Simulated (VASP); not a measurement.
Write the native input for VASP 6.6.1 that does the following.

```yaml
Task: single point
Functional: PBEsol
Potentials_or_basis: VASP PAW PBE potentials, release 64 (Ti_sv, Al)
Cutoff: 520 eV
k_mesh: 14 × 14 × 14
Occupations: gaussian, width 0.1 eV
Spin: no spin polarisation
Dipole_correction: no
Further_INCAR_settings: ALGO = Fast; EDIFF = 1e-06; NBANDS = 18
```

The structure of TiAl3 lies in POSCAR:

```
TiAl3
1.0
    3.9483448104      0.0000000000      0.0000000000
    0.0000000000      3.9483448104      0.0000000000
    0.0000000000      0.0000000000      4.1852454990
Ti Al
1 3
Direct
    0.0000000000      0.0000000000      0.0000000000
    0.5000000000      0.5000000000      0.0000000000
    0.5000000000      0.0000000000      0.5000000000
    0.0000000000      0.5000000000      0.5000000000
```

This cell differs from its parent crystal: strain along c alone, the other axes held: +6.0 %.

The input as run:

INCAR

```
ALGO     = Fast           # electronic algorithm
EDIFF    = 1E-6           # SCF threshold, eV
ENCUT    = 520            # plane-wave cutoff, eV
GGA      = PS             # functional
ISIF     = 2              # what is computed and relaxed
ISMEAR   = 0              # smearing method
LASPH    = T              # aspherical terms in the spheres
LCHARG   = F              # write CHGCAR
LREAL    = F              # projectors in reciprocal space
LWAVE    = F              # write WAVECAR
NBANDS   = 18             # bands
NELM     = 100            # most SCF steps
PREC     = Accurate       # precision mode
SIGMA    = 0.1            # smearing width, eV
```

KPOINTS

```
k-points
0
Gamma
  14 14 14
```

Potentials or basis: VASP PAW PBE potentials, release 64 (Ti_sv, Al).

Run with:

```console
$ cat potpaw_PBE.64/Ti_sv/POTCAR potpaw_PBE.64/Al/POTCAR > POTCAR
$ mpirun -np 1 vasp_std > vasp.out
```

It gave:

- Pressure: -5.5 GPa
- Band gap on the k mesh: zero (an odd number of electrons rules out a gap without spin polarisation)

Caveat: the cell differs from its parent crystal (strain along c alone, the other axes held: +6.0 %); the stress differs along the axes, from -10 to -3 GPa; the PAW data sets were made with another functional, which shifts forces and pressure a little.

It took 9.2 min on 1 thread of Intel(R) Xeon(R) Platinum 8259CL CPU @ 2.50GHz (Skylake/Cascade Lake), on a shared host, peak memory 0.42 GiB.
